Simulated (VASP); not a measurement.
Input of a VASP 6.6.1 run:

INCAR

```
SYSTEM = CdTeSe3
PREC = Accurate
ENCUT = 520
EDIFF = 1E-6
ISMEAR = 0
SIGMA = 0.1
LREAL = .FALSE.
LASPH = .TRUE.
NELM = 100
ALGO = Normal
ISIF = 2
LWAVE = .FALSE.
LCHARG = .FALSE.
GGA = PE
NBANDS = 26
```

File KPOINTS:

```
Automatic mesh
0
G
  3 3 3
  0 0 0
```

The input POSCAR:

```
CdTeSe3
1.0
    3.5751285300      2.0641014200      3.2199017900
   -3.5751285300      2.0641014200      3.2199017900
    0.0000000000     -4.1282028400      3.2199017900
Cd Te Se
1 1 3
Direct
    0.4591818500      0.4591818500      0.4591818500
    0.8525840900      0.8525840900      0.8525840900
    0.3599374200      0.8622162000      0.3599374200
    0.3599374200      0.3599374200      0.8622162000
    0.8622162000      0.3599374200      0.3599374200
```

Potentials or basis: VASP PAW PBE potentials, release 64 (Cd, Te, Se).

Command:

```bash
$ cat potpaw_PBE.64/Cd/POTCAR potpaw_PBE.64/Te/POTCAR potpaw_PBE.64/Se/POTCAR > POTCAR
$ mpirun -np 1 vasp_std > vasp.out
```

Problem. Estimate the pressure.

Solution. 11.7 GPa.

Problem. What does it give for the largest force?

Solution. 6.390 eV/Å.

Problem. Estimate the band gap on the k mesh.

Solution. Zero (bands 18 and 19 overlap by 0.41 eV).

Stress tensor (GPa, compression positive):
```
16.51  0.00  0.00
 0.00 16.51  0.00
 0.00  0.00  2.24
```

Caveat: the k points lie up to 0.40 Å⁻¹ apart; semilocal functionals underestimate gaps, so a narrow gap can read as zero; spin-orbit coupling is left out, which moves the levels of the heavy elements; forces of over 1 eV/Å act on the atoms, so gaps and moduli don't describe the material at rest.
